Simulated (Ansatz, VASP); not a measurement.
**Two plane-wave programs on Ge**

```
CELL_PARAMETERS angstrom
2.98871 0.00000 0.00000
-1.49436 2.58830 0.00000
0.00000 0.00000 4.63994
ATOMIC_POSITIONS crystal
Ge 0.33333 0.66667 0.25000
Ge 0.66667 0.33333 0.75000
```

Alike in both runs: functional LDA; k mesh 12 × 12 × 7; occupations fermi-dirac, width 0.1 eV; no spin polarisation.

Ansatz relaxed the structure, and its values are those at the end. VASP's run is a single point on that final structure, the one shown.

```csv
,VASP,Ansatz
version,VASP 6.6.1,Ansatz 0.2.0
potentials or method,"VASP PAW LDA potentials, release 64 (Ge_d), cutoff 520 eV","plane waves (420 eV) with PAW, scalar-relativistic"
valence electrons in the cell,28,28
```

VASP gave:

* pressure (GPa): -0.1

Problem. Which values does Ansatz return?

Solution. Pressure (GPa): 0.0.

Ansatz warns that its potentials were made for another functional, while VASP's fit it. LDA's correlation is that of Perdew and Zunger in VASP and of Perdew and Wang (1992) in Ansatz.
